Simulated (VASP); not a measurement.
SnO, 4 atoms in the cell. The structure is monoclinic, space group Pm (No. 6). Conventional cell: a = 3.868 Å, b = 3.868 Å, c = 5.067 Å, α = 90.00°, β = 90.00°, γ = 90.00°. Within 3.0 Å of Sn (site symmetry m) lie 4 O at 2.25 to 2.32 Å. Within 2.7 Å of Sn (site symmetry m) lie 4 O at 2.03 to 2.38 Å. O (site symmetry m) has 4 Sn at 2.03 to 2.38 Å and 2 O at 2.60 Å within 2.7 Å. Within 3.0 Å of O (site symmetry m) lie 4 Sn at 2.25 Å and 4 O at 2.60 to 2.88 Å.  This cell differs from its parent crystal: atom 3 (O) moved by (-0.200, -0.100) A along x and z.

```yaml
Program: VASP 6.6.1
Task: single point
Functional: PBE
Potentials_or_basis: VASP PAW PBE potentials, release 64 (Sn_d, O)
Cutoff: 520 eV
k_mesh: 10 × 10 × 8
Occupations: gaussian, width 0.05 eV
Spin: no spin polarisation
Dipole_correction: no
Further_INCAR_settings: ALGO = Normal; EDIFF = 1e-07; NBANDS = 28
```

Potentials or basis: VASP PAW PBE potentials, release 64 (Sn_d, O).

Launch:

```sh
$ cat potpaw_PBE.64/Sn_d/POTCAR potpaw_PBE.64/O/POTCAR > POTCAR
$ mpirun -np 1 vasp_std > vasp.out
```

Hardware: 1 thread of Intel(R) Xeon(R) Platinum 8259CL CPU @ 2.50GHz (Skylake/Cascade Lake), on a shared host.

How long does it take, and how much memory?

Wall time 7.7 min on 1 thread of Intel(R) Xeon(R) Platinum 8259CL CPU @ 2.50GHz (Skylake/Cascade Lake) (shared host), peak memory 0.51 GiB. Counts: scf iterations 15, k points 252.
